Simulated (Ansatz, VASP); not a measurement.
One calculation of BaZrO3, two programs

File INCAR:

```
SYSTEM = BaZrO3
  PREC = Accurate
  ENCUT = 520
  EDIFF = 1E-6
  ISMEAR = 0
  SIGMA = 0.1
  LREAL = .False.
  LASPH = .True.
  NELM = 100
  ALGO = Normal
  ISIF = 2
  LWAVE = .False.
  LCHARG = .True.
  GGA = PE
  LELF = .True.
  LVHAR = .True.
  NBANDS = 28
```

KPOINTS

```
Automatic mesh
0
Gamma
  6 6 6
  0 0 0
```

File POSCAR:

```
BaZrO3
1.0
   -2.2506173900      2.6495276800      3.8155066800
    2.2506173900     -2.6495276800      3.8155066800
    2.2506173900      2.6495276800     -3.8155066800
Ba Zr O
1 1 3
Direct
    0.0000000000      0.5000000000      0.5000000000
    0.5000000000      0.0000000000      0.5000000000
    0.2119618400      0.2119618400      0.0000000000
    0.7880381600      0.7880381600      0.0000000000
    0.5000000000      0.5000000000      0.0000000000
```

Input for Ansatz:

```yaml
crystal:
  lattice:
    - [-2.25061739, 2.64952768, 3.81550668]
    - [2.25061739, -2.64952768, 3.81550668]
    - [2.25061739, 2.64952768, -3.81550668]
  atoms:
    - { symbol: Ba, position: [0.0, 0.5, 0.5] }
    - { symbol: Zr, position: [0.5, 0.0, 0.5] }
    - { symbol: O, position: [0.21196184, 0.21196184, 0.0] }
    - { symbol: O, position: [0.78803816, 0.78803816, 0.0] }
    - { symbol: O, position: [0.5, 0.5, 0.0] }
basis:
  ecutwfc: 420
kpoints:
  mp_grid: { grid: [6, 6, 6] }
hamiltonian:
  xc: pbe
scf:
  occupations: { method: gaussian, width: 0.1 }
  lower_state_search: "off"
output:
  forces: true
  stress: true
  eigenvalues: true
```

Alike in both runs: task single point; functional PBE; k mesh 6 × 6 × 6; occupations gaussian, width 0.1 eV; no spin polarisation.

```csv
,VASP,Ansatz
version,VASP 6.6.1,Ansatz 0.2.0
potentials or method,"VASP PAW PBE potentials, release 64 (Ba_sv, Zr_sv, O), cutoff 520 eV","scalar-relativistic, plane waves, PAW"
valence electrons in the cell,40,40
```

```tsv
	VASP	Ansatz	Ansatz less VASP
gap on the k mesh at the Fermi level (eV)	none	none	-
pressure (GPa)	-10.8	-11.7	-0.92
traceless stress, the component that is largest in VASP (GPa)	-14.45	-14.69	-0.241
rms of the force components (eV/Å)	0.695	0.731	+0.0361
```

Atom by atom the forces differ by 0.036 eV/Å (rms over components). A gap of «none» marks a metal or a gap that the smearing closes. The functional is the same, so the differences come from potentials, cutoffs and numerics.

Spin-orbit coupling is off throughout.
